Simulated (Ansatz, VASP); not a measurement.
One calculation of Sn5PbS6, two programs

File INCAR:

```
SYSTEM = Sn5PbS6
ALGO = Normal
EDIFF = 1E-6
ENCUT = 520
GGA = PE
ISIF = 2
ISMEAR = 0
LASPH = .TRUE.
LCHARG = .FALSE.
LREAL = .FALSE.
LWAVE = .FALSE.
NBANDS = 72
NELM = 100
PREC = Accurate
SIGMA = 0.1
```

File KPOINTS:

```
k-points
0
G
  6 6 1
  0 0 0
```

The input POSCAR:

```
Sn5PbS6
1.0
    4.1548087000      0.0000000000      0.0000000000
   -2.0774043000      3.5981698000      0.0000000000
    0.0000000000      0.0000000000     20.3619792000
Sn Pb S
5 1 6
Direct
    0.3333333000      0.6666667000      0.8348670000
    0.6666667000      0.3333333000      0.6697590000
    0.3333333000      0.6666667000      0.3302410000
    0.6666667000      0.3333333000      0.1651330000
    0.0000000000      0.0000000000      0.0000000000
    0.0000000000      0.0000000000      0.5000000000
    0.0000000000      0.0000000000      0.7524370000
    0.3333333000      0.6666667000      0.5878380000
    0.6666667000      0.3333333000      0.4121620000
    0.0000000000      0.0000000000      0.2475630000
    0.3333333000      0.6666667000      0.0825360000
    0.6666667000      0.3333333000      0.9174640000
```

Input for Ansatz:

```yaml
crystal:
  lattice:
    - [4.1548087, 0.0, 0.0]
    - [-2.0774043, 3.5981698, 0.0]
    - [0.0, 0.0, 20.3619792]
  atoms:
    - { symbol: Sn, position: [0.3333333, 0.6666667, 0.834867] }
    - { symbol: Sn, position: [0.6666667, 0.3333333, 0.669759] }
    - { symbol: Sn, position: [0.3333333, 0.6666667, 0.330241] }
    - { symbol: Sn, position: [0.6666667, 0.3333333, 0.165133] }
    - { symbol: Sn, position: [0.0, 0.0, 0.0] }
    - { symbol: Pb, position: [0.0, 0.0, 0.5] }
    - { symbol: S, position: [0.0, 0.0, 0.752437] }
    - { symbol: S, position: [0.3333333, 0.6666667, 0.587838] }
    - { symbol: S, position: [0.6666667, 0.3333333, 0.412162] }
    - { symbol: S, position: [0.0, 0.0, 0.247563] }
    - { symbol: S, position: [0.3333333, 0.6666667, 0.082536] }
    - { symbol: S, position: [0.6666667, 0.3333333, 0.917464] }
basis:
  ecutwfc: 420
kpoints:
  mp_grid: { grid: [6, 6, 1] }
hamiltonian:
  xc: pbe
scf:
  occupations: { method: gaussian, width: 0.1 }
  lower_state_search: "off"
output:
  forces: true
  stress: true
  eigenvalues: true
```

Alike in both runs: task single point; functional PBE; k mesh 6 × 6 × 1; occupations gaussian, width 0.1 eV; no spin polarisation.

|  | VASP | Ansatz |
| --- | --- | --- |
| version | VASP 6.6.1 | Ansatz 0.2.0 |
| potentials or method | VASP PAW PBE potentials, release 64 (Sn_d, Pb_d, S), cutoff 520 eV | scalar-relativistic, plane waves, PAW |
| valence electrons in the cell | 120 | 120 |

VASP gave:

```
gap on the k mesh at the Fermi level (eV) : 0.32
least direct gap on the mesh (eV)         : 0.32
pressure (GPa)                            : -0.4
rms of the force components (eV/Å)        : 0.008
```

Problem. Which values does Ansatz return?

Solution. gap on the k mesh at the Fermi level (eV): 0.32; least direct gap on the mesh (eV): 0.32; pressure (GPa): -0.4; rms of the force components (eV/Å): 0.009.

Atom by atom the forces differ by 0.000 eV/Å (rms over components).

Neither program's run includes spin-orbit coupling.
